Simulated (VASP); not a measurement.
# AlCo (P4/mmm) in VASP: further runs

The runs below take AlCo through single point, with PBEsol.

Program: VASP 6.6.1. These are calculated values, not measurements. Logs are shortened: lines on timing, memory, paths and dates and some standing lists are left out, and cuts for length are marked.

## (1) The cell of the first run

Symmetry: P4/mmm, No. 123, tetragonal system. The conventional cell has a = 2.777 Å, b = 2.777 Å, c = 2.904 Å, α = 90.00°, β = 90.00°, γ = 90.00°. Within 3.2 Å of Al (site symmetry 4/mmm) lie 8 Co at 2.44 Å and 6 Al at 2.78 to 2.90 Å. Within 3.2 Å of Co (site symmetry 4/mmm) lie 8 Al at 2.44 Å and 6 Co at 2.78 to 2.90 Å.

## (2) Single point, PBEsol (strain -0.015 along x and y, +0.030 along z)

File INCAR:

```
SYSTEM = AlCo
PREC     = Accurate       ! precision mode
ENCUT    = 520            ! plane-wave cutoff, eV
EDIFF    = 1E-6           ! SCF threshold, eV
ISMEAR   = 0              ! smearing method
SIGMA    = 0.15           ! smearing width, eV
LREAL    = .FALSE.        ! projectors in reciprocal space
LASPH    = .TRUE.         ! aspherical terms in the spheres
NELM     = 60             ! most SCF steps
ALGO     = Fast           ! electronic algorithm
ISIF     = 2              ! what is computed and relaxed
LWAVE    = .FALSE.        ! write WAVECAR
LCHARG   = .FALSE.        ! write CHGCAR
GGA      = PS             ! functional
NBANDS   = 13             ! bands
```

File KPOINTS:

```
Automatic mesh
0
G
  16 16 16
  0 0 0
```

File POSCAR:

```
AlCo
1.0
    2.7771121618      0.0000000000      0.0000000000
    0.0000000000      2.7771121618      0.0000000000
    0.0000000000      0.0000000000      2.9039853063
Al Co
1 1
Direct
    0.0000000000      0.0000000000      0.0000000000
    0.5000000000      0.5000000000      0.5000000000
```

Potentials or basis: VASP PAW PBE potentials, release 64 (Al, Co).

On the command line:

```bash
$ cat potpaw_PBE.64/Al/POTCAR potpaw_PBE.64/Co/POTCAR > POTCAR
$ mpirun -np 1 vasp_std > vasp.out
```

OUTCAR:

```text
SYSTEM = AlCo
   PREC = Accurate
   ENCUT = 520
   EDIFF = 1E-6
   ISMEAR = 0
   LREAL = .FALSE.
   LASPH = .TRUE.
   NELM = 60
   ISIF = 2
   GGA = PS

 ion  position               nearest neighbor table
   1  0.000  0.000  0.000-   2 2.44   2 2.44   2 2.44   2 2.44   2 2.44   2 2.44   2 2.44   2 2.44

   2  0.500  0.500  0.500-   1 2.44   1 2.44   1 2.44   1 2.44   1 2.44   1 2.44   1 2.44   1 2.44

  LATTYP: Found a simple tetragonal cell.
 ALAT       =     2.7771121618
 C/A-ratio  =     1.0456852792

  Lattice vectors:

 A1 = (   2.7771121618,   0.0000000000,   0.0000000000)
 A2 = (   0.0000000000,   2.7771121618,   0.0000000000)
 A3 = (   0.0000000000,   0.0000000000,   2.9039853063)

Analysis of symmetry for initial positions (statically):
=====================================================================
 Subroutine PRICEL returns:
 Original cell was already a primitive cell.

 Routine SETGRP: Setting up the symmetry group for a
 simple tetragonal supercell.

 Subroutine GETGRP returns: Found 16 space group operations
 (whereof 16 operations were pure point group operations)
 out of a pool of 16 trial point group operations.

The static configuration has the point symmetry D_4h.

Analysis of symmetry for dynamics (positions and initial velocities):
=====================================================================
 Subroutine PRICEL returns:
 Original cell was already a primitive cell.

 Routine SETGRP: Setting up the symmetry group for a
 simple tetragonal supercell.

 Subroutine GETGRP returns: Found 16 space group operations
 (whereof 16 operations were pure point group operations)
 out of a pool of 16 trial point group operations.

The dynamic configuration has the point symmetry D_4h.

 Subroutine INISYM returns: Found 16 space group operations
 (whereof 16 operations are pure point group operations),
 and found     1 'primitive' translations

----------------------------------------------------------------------------------------

                                     Primitive cell

  volume of cell :      22.3966

  direct lattice vectors                    reciprocal lattice vectors
     2.777112162  0.000000000  0.000000000     0.360086285  0.000000000  0.000000000
     0.000000000  2.777112162  0.000000000     0.000000000  0.360086285  0.000000000
     0.000000000  0.000000000  2.903985306     0.000000000  0.000000000  0.344354359

  length of vectors
     2.777112162  2.777112162  2.903985306     0.360086285  0.360086285  0.344354359

  position of ions in fractional coordinates (direct lattice)
     0.000000000  0.000000000  0.000000000
     0.500000000  0.500000000  0.500000000

  ion indices of the primitive-cell ions
   primitive index   ion index
                 1           1
                 2           2

----------------------------------------------------------------------------------------

 KPOINTS: Automatic mesh

Automatic generation of k-mesh.
 Grid dimensions read from file:
 generate k-points for:   16   16   16

 Generating k-lattice:

  Cartesian coordinates                     Fractional coordinates (reciprocal lattice)
     0.022505393  0.000000000  0.000000000     0.062500000  0.000000000  0.000000000
     0.000000000  0.022505393  0.000000000     0.000000000  0.062500000  0.000000000
     0.000000000  0.000000000  0.021522147     0.000000000  0.000000000  0.062500000

  Length of vectors
     0.022505393  0.022505393  0.021522147

  Shift w.r.t. Gamma in fractional coordinates (k-lattice)
     0.000000000  0.000000000  0.000000000

 Subroutine IBZKPT returns following result:
 ===========================================

 Found    405 irreducible k-points:

 Following reciprocal coordinates:
            Coordinates               Weight
  0.000000  0.000000  0.000000      1.000000
  0.062500  0.000000  0.000000      4.000000
  0.125000  0.000000  0.000000      4.000000
  0.187500  0.000000  0.000000      4.000000
  0.250000  0.000000  0.000000      4.000000
  0.312500  0.000000  0.000000      4.000000
[... 16 lines left out ...]
  0.437500  0.125000  0.000000      8.000000
  0.500000  0.125000  0.000000      4.000000
 [... further k-points ...]
   k-points           NKPTS =    405   k-points in BZ     NKDIM =    405   number of bands    NBANDS=     13
   number of dos      NEDOS =    301   number of ions     NIONS =      2
   total plane-waves  NPLWV =  13824
   dimension x,y,z NGX =    24 NGY =   24 NGZ =   24
   dimension x,y,z NGXF=    48 NGYF=   48 NGZF=   48
   ions per type =               1   1
   NGX,Y,Z   is equivalent  to a cutoff of  14.37, 14.37, 13.74 a.u.
   NGXF,Y,Z  is equivalent  to a cutoff of  28.73, 28.73, 27.48 a.u.
 SYSTEM =  AlCo
   PREC   = accura    normal or accurate (medium, high low for compatibility)
   ISTART =      0    job   : 0-new  1-cont  2-samecut
   ICHARG =      2    charge: 1-file 2-atom 10-const
   ISPIN  =      1    spin polarized calculation?
   LNONCOLLINEAR =      F non collinear calculations
   LSORBIT =      F    spin-orbit coupling
   LASPH  =      T    aspherical Exc in radial PAW
   ENCUT  =  520.0 eV  38.22 Ry    6.18 a.u.   5.16  5.16  5.40*2*pi/ulx,y,z
   NELM   =     60;   NELMIN=  2; NELMDL= -5     # of ELM steps
   EDIFF  = 0.1E-05   stopping-criterion for ELM
   LREAL  =      F    real-space projection
   EDIFFG = 0.1E-04   stopping-criterion for IOM
   NSW    =      0    number of steps for IOM
   IBRION =     -1    ionic relax: 0-MD 1-quasi-New 2-CG
   NFREE  =      0    steps in history (QN), initial steepest desc. (CG)
   ISIF   =      2    stress and relaxation
   ISYM   =      2    0-nonsym 1-usesym 2-fastsym
   POTIM  = 0.5000    time-step for ionic-motion
   TEBEG  =    0.0;   TEEND  =   0.0 temperature during run
   PSTRESS=    0.0 pullay stress
   NELECT =      12.0000    total number of electrons
   NUPDOWN=      -1.0000    fix difference up-down
   EMIN   =  10.00;   EMAX   =-10.00  energy-range for DOS
   EFERMI =   0.00;   METHOD = LEGACY
   ISMEAR =     0;   SIGMA  =   0.15  broadening in eV -4-tet -1-fermi 0-gaus
   EFERMI_NEDOS =   21; number of points for ismear=-14 and -15
   IALGO  =     68    algorithm
   IMIX   =      4    mixing-type and parameters
     AMIX     =   0.40;   BMIX     =  1.00
     AMIX_MAG =   1.60;   BMIX_MAG =  1.00
  volume/ion in A,a.u.               =      11.20        75.57
  Fermi-wavevector in a.u.,A,eV,Ry     =   1.329663  2.512698 24.055141  1.768003
  Thomas-Fermi vector in A             =   2.458808
   LORBIT       =      0    0 simple, 1 ext, 2 COOP (PROOUT), +10 PAW based schemes
   GGA     = PS    functional components
   LHFCALC =     F    Hartree Fock is set to
   AEXX    =    0.0000 exact exchange contribution
   IVDW    =     0    specifies the selected vdW correction
   LEPSILON=     F    determine dielectric tensor
   LRPA    =     F    only Hartree local field effects (RPA)
 non-spin polarized calculation
 RMM-DIIS sequential band-by-band and
 Gauss-broadening in eV      SIGMA  =   0.15
  energy-cutoff  :      520.00
  volume of cell :       22.40
 maximum number of plane-waves:       627
 NGX is ok and might be reduce to    24
   NGX = 11   NGY = 11   NGZ = 11

 number of electron      12.0000003 magnetization

 Free energy of the ion-electron system (eV)
  ---------------------------------------------------
  ext. energy  EPLUGINS =         0.00000000
  ---------------------------------------------------
  free energy    TOTEN  =       -13.07175848 eV

  energy without entropy =      -13.06135095  energy(sigma->0) =      -13.06655472

 E-fermi :  10.8261     XC(G=0): -12.5466

 val. band max:       10.8256957479   @ k =   0.1250   0.1250   0.5000
 cond. band min:      10.8283137693   @ k =   0.3125   0.1250   0.5000
 fundamental gap:      0.0026180214
 Fermi energy:        10.8260699362

 k-point     1 :       0.0000    0.0000    0.0000
  band No.  band energies     occupation
      1      -0.4015      2.00000
      2       7.7258      2.00000
      3       7.8018      2.00000
      4       9.9976      2.00000
      5       9.9976      2.00000
      6      10.1617      2.00000
      7      15.9465      0.00000
      8      17.5869      0.00000
      9      17.5869      0.00000
     10      19.5569      0.00000
     11      19.9345      0.00000
     12      26.7585      0.00000
     13      32.5873      0.00000

 k-point     2 :       0.0625    0.0000    0.0000
  band No.  band energies     occupation
      1      -0.3234      2.00000
      2       7.7430      2.00000
      3       7.8072      2.00000
      4       9.9446      2.00000
      5      10.0027      2.00000
      6      10.1201      2.00000
      7      16.0637      0.00000
      8      16.7243      0.00000
      9      17.6924      0.00000
     10      19.6022      0.00000
     11      20.6520      0.00000
     12      27.0382      0.00000
     13      31.5666      0.00000

 k-point     3 :       0.1250    0.0000    0.0000
  band No.  band energies     occupation
      1      -0.0901      2.00000
      2       7.7556      2.00000
      3       7.8439      2.00000
      4       9.8009      2.00000
      5      10.0052      2.00000
      6      10.0171      2.00000
      7      15.2871      0.00000
      8      16.4004      0.00000
      9      17.9994      0.00000
     10      19.5862      0.00000
     11      21.7975      0.00000
     12      27.8940      0.00000
     13      29.9760      0.00000
[... 305 lines left out ...]
 k-point    23 :       0.4375    0.1250    0.0000
  band No.  band energies     occupation
      1       3.4474      2.00000
      2       5.3888      2.00000
      3       8.4597      2.00000
      4       8.9823      2.00000
      5       9.1652      2.00000
      6       9.9669      2.00000
      7      11.2803      0.00002
      8      18.3549      0.00000
      9      20.2502      0.00000
     10      20.5827      0.00000
     11      23.0740      0.00000
     12      23.0800      0.00000
     13      26.8236      0.00000

 k-point    24 :       0.5000    0.1250    0.0000
  band No.  band energies     occupation
      1       4.3610      2.00000
      2       4.4508      2.00000
      3       8.4997      2.00000
      4       8.9495      2.00000
      5       9.1350      2.00000
      6       9.9729      2.00000
      7      11.2097      0.00030
      8      18.6305      0.00000
      9      20.0875      0.00000
     10      21.2422      0.00000
     11      22.3244      0.00000
     12      22.9029      0.00000
     13      26.7577      0.00000

 [... further k-points ...]
[... 5 lines left out ...]
  --------------------------------------------------------------------------------------
  -------------------------------------------------------------------------------------
  Total        0.3899060      0.3899060     -0.4666276      0.0000000     -0.0000000      0.0000000
  in kB       27.8926137     27.8926137    -33.3810309      0.0000000     -0.0000000      0.0000000
  external PRESSURE =       7.4680655 kB  Pullay stress =       0.0000000 kB

 VOLUME and BASIS-vectors are now :
 -----------------------------------------------------------------------------
  energy-cutoff  :      520.00
  volume of cell :       22.40
      direct lattice vectors                 reciprocal lattice vectors
     2.777112162  0.000000000  0.000000000     0.360086285  0.000000000  0.000000000
     0.000000000  2.777112162  0.000000000     0.000000000  0.360086285  0.000000000
     0.000000000  0.000000000  2.903985306     0.000000000  0.000000000  0.344354359

 POSITION                                       TOTAL-FORCE (eV/Angst)
 -----------------------------------------------------------------------------------
      0.00000      0.00000      0.00000         0.000000      0.000000      0.000000
      1.38856      1.38856      1.45199         0.000000      0.000000      0.000000
 -----------------------------------------------------------------------------------
    total drift:                                0.000000      0.000000     -0.000000

  FREE ENERGIE OF THE ION-ELECTRON SYSTEM (eV)
  ---------------------------------------------------
  free  energy   TOTEN  =       -13.0717584840 eV

  energy  without entropy=      -13.0613509484  energy(sigma->0) =      -13.06655472
```

Run time: 2.3 min. Hardware: 1 thread of Intel Xeon 8259CL, shared host; peak memory 0.24 GiB.

What came out:

```
Free energy            : -13.0718 eV
Pressure               : 0.7 GPa
Band gap on the k mesh : zero (bands 6 and 7 overlap by 2.58 eV)
```

Stress tensor (GPa, compression positive):
```
 2.79  0.00  0.00
 0.00  2.79  0.00
 0.00  0.00 -3.34
```

Levels at points of the mesh, in eV from the Fermi level:
| k point | band 2 | band 3 | band 4 | band 5 | band 6 | band 7 | band 8 | band 9 | band 10 | band 11 |
| --- | --- | --- | --- | --- | --- | --- | --- | --- | --- | --- |
| (0.00, 0.00, 0.00) | -3.10 | -3.02 | -0.83 | -0.83 | -0.66 | 5.12 | 6.76 | 6.76 | 8.73 | 9.11 |
| (0.50, 0.00, 0.00) | -6.64 | -2.41 | -1.91 | -1.58 | -0.69 | 0.40 | 8.47 | 9.89 | 11.40 | 11.41 |
| (0.50, 0.50, 0.00) | -3.08 | -2.46 | -2.46 | -1.65 | -1.65 | -0.09 | 2.86 | 4.05 | 12.48 | 15.46 |
| (0.00, 0.00, 0.50) | -6.83 | -2.49 | -1.60 | -1.60 | -0.57 | -0.02 | 8.54 | 11.27 | 11.27 | 12.22 |
| (0.50, 0.00, 0.50) | -3.17 | -2.90 | -2.63 | -1.42 | -1.38 | -0.25 | 2.45 | 3.63 | 13.62 | 16.28 |
| (0.50, 0.50, 0.50) | -4.00 | -4.00 | -0.23 | -0.06 | 2.33 | 2.50 | 2.50 | 4.53 | 5.45 | 5.45 |

Caveat: the cell differs from its parent crystal (strain -0.015 along x and y, +0.030 along z); the PAW data sets were made with another functional, which shifts forces and pressure a little; the run has no spin polarisation, though such a crystal can be magnetic. Spin polarisation is off, so any magnetic state and its effect on volume and gap are missing.

## (3) Single point, PBEsol (strain +0.015 along x and y, -0.030 along z)

INCAR is that of step 2.

File KPOINTS:

```
regular mesh
0
G
  16 16 16
  0 0 0
```

File POSCAR:

```
AlCo
1.0
    2.8616942581      0.0000000000      0.0000000000
    0.0000000000      2.8616942581      0.0000000000
    0.0000000000      0.0000000000      2.7348211137
Al Co
1 1
Direct
    0.0000000000      0.0000000000      0.0000000000
    0.5000000000      0.5000000000      0.5000000000
```

Potentials or basis: VASP PAW PBE potentials, release 64 (Al, Co).

On the command line:

```bash
$ cat potpaw_PBE.64/Al/POTCAR potpaw_PBE.64/Co/POTCAR > POTCAR
$ mpirun -np 1 vasp_std > vasp.out
```

Wall time 1.7 min (1 thread of Intel Xeon 8259CL, shared host); peak memory 0.24 GiB.

Results (log left out):

```
Free energy            : -13.0660 eV
Pressure               : 1.2 GPa
Band gap on the k mesh : zero (bands 6 and 7 overlap by 2.68 eV)
```

Stress tensor (GPa, compression positive):
```
-1.98  0.00  0.00
 0.00 -1.98  0.00
 0.00  0.00  7.63
```

Levels at points of the mesh, in eV from the Fermi level:
```
           k point  band 4  band 5  band 6  band 7  band 8  band 9
(0.00, 0.00, 0.00)   -0.93   -0.73   -0.73    5.62    5.62    7.34
(0.50, 0.00, 0.00)   -1.85   -1.50   -0.63    0.09    8.45   10.26
(0.50, 0.50, 0.00)   -2.90   -1.33   -1.33   -0.31    2.26    3.45
(0.00, 0.00, 0.50)   -1.82   -1.82   -0.77    0.53    8.52   10.40
(0.50, 0.00, 0.50)   -2.43   -1.61   -1.57   -0.17    2.72    3.89
(0.50, 0.50, 0.50)   -0.26   -0.08    2.36    2.36    2.54    4.51
```

Caveat: the cell differs from its parent crystal (strain +0.015 along x and y, -0.030 along z); the PAW data sets were made with another functional, which shifts forces and pressure a little; the run has no spin polarisation, though such a crystal can be magnetic. Spin polarisation is off, so any magnetic state and its effect on volume and gap are missing.

## (4) Single point, PBEsol (strain +0.000 along x and y, +0.015 along z)

File INCAR:

```
PREC = Accurate ; ENCUT = 520
EDIFF = 1E-6 ; ISMEAR = 0
SIGMA = 0.15 ; LREAL = False
LASPH = True ; NELM = 60
ALGO = Fast ; ISIF = 2
LWAVE = False ; LCHARG = False
GGA = PS ; NBANDS = 13
```

File KPOINTS:

```
Automatic mesh
0
Gamma
  16 16 16
```

File POSCAR:

```
AlCo
1.0
    2.8194032100      0.0000000000      0.0000000000
    0.0000000000      2.8194032100      0.0000000000
    0.0000000000      0.0000000000      2.8616942581
Al Co
1 1
Direct
    0.0000000000      0.0000000000      0.0000000000
    0.5000000000      0.5000000000      0.5000000000
```

On the command line:

```bash
$ cat potpaw_PBE.64/Al/POTCAR potpaw_PBE.64/Co/POTCAR > POTCAR
$ mpirun -np 1 vasp_std > vasp.out
```

It took 2.1 min on 1 thread of Intel Xeon 8259CL, shared host; peak memory 0.25 GiB.

It converged, with:

- Free energy: -13.0825 eV
- Pressure: -2.1 GPa
- Band gap on the k mesh: zero (bands 6 and 7 overlap by 2.61 eV)

Stress tensor (GPa, compression positive):
```
-1.37  0.00  0.00
 0.00 -1.37  0.00
 0.00  0.00 -3.59
```

Levels at points of the mesh, in eV from the Fermi level:
```csv
k point,band 4,band 5,band 6,band 7,band 8,band 9
"(0.00, 0.00, 0.00)",-0.83,-0.83,-0.78,5.71,6.25,6.25
"(0.50, 0.00, 0.00)",-1.79,-1.68,-0.71,0.24,8.45,10.38
"(0.50, 0.50, 0.00)",-2.62,-1.56,-1.56,-0.21,2.57,3.72
"(0.00, 0.00, 0.50)",-1.68,-1.68,-0.67,0.10,8.46,10.84
"(0.50, 0.00, 0.50)",-2.67,-1.48,-1.47,-0.26,2.43,3.58
"(0.50, 0.50, 0.50)",-0.23,-0.17,2.35,2.41,2.41,4.33
```

Caveat: the cell differs from its parent crystal (strain +0.000 along x and y, +0.015 along z); the PAW data sets were made with another functional, which shifts forces and pressure a little; the run has no spin polarisation, though such a crystal can be magnetic.

(Part 1 of 2 ends here.)
